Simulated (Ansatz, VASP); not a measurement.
**C: VASP beside Ansatz**

```
C
1.0
    -2.39267    2.39267    2.39267
     2.39267   -2.39267    2.39267
     2.39267    2.39267   -2.39267
C
8
Direct
  0.32546 0.00000 0.00000
  0.67454 0.67454 0.67454
  0.00000 0.32546 0.00000
  0.00000 0.00000 0.32546
  0.00000 0.67454 0.00000
  0.32546 0.32546 0.32546
  0.67454 0.00000 0.00000
  0.00000 0.00000 0.67454
```

Change from the starting cell: strain -0.015 along x and y, -0.015 along z, atoms carried along.

Alike in both runs: task single point; functional r2SCAN; k mesh 8 × 8 × 8; occupations gaussian, width 0.05 eV; no spin polarisation.

```csv
,VASP,Ansatz
version,VASP 6.6.1,Ansatz 0.2.0
potentials or method,"VASP PAW PBE potentials, release 64 (C), cutoff 520 eV","scalar-relativistic, plane waves, PAW"
valence electrons in the cell,32,32
```

|  | VASP | Ansatz | Ansatz less VASP |
| --- | --- | --- | --- |
| gap on the k mesh at the Fermi level (eV) | 3.27 | 3.29 | +0.016 |
| least direct gap on the mesh (eV) | 4.14 | 4.18 | +0.040 |
| pressure (GPa) | 17.2 | 16.2 | -1.00 |
| rms of the force components (eV/Å) | 0.173 | 0.140 | -0.0334 |

VASP's potentials were made for PBE, not for r2SCAN. Atom by atom the forces differ by 0.033 eV/Å (rms over components).
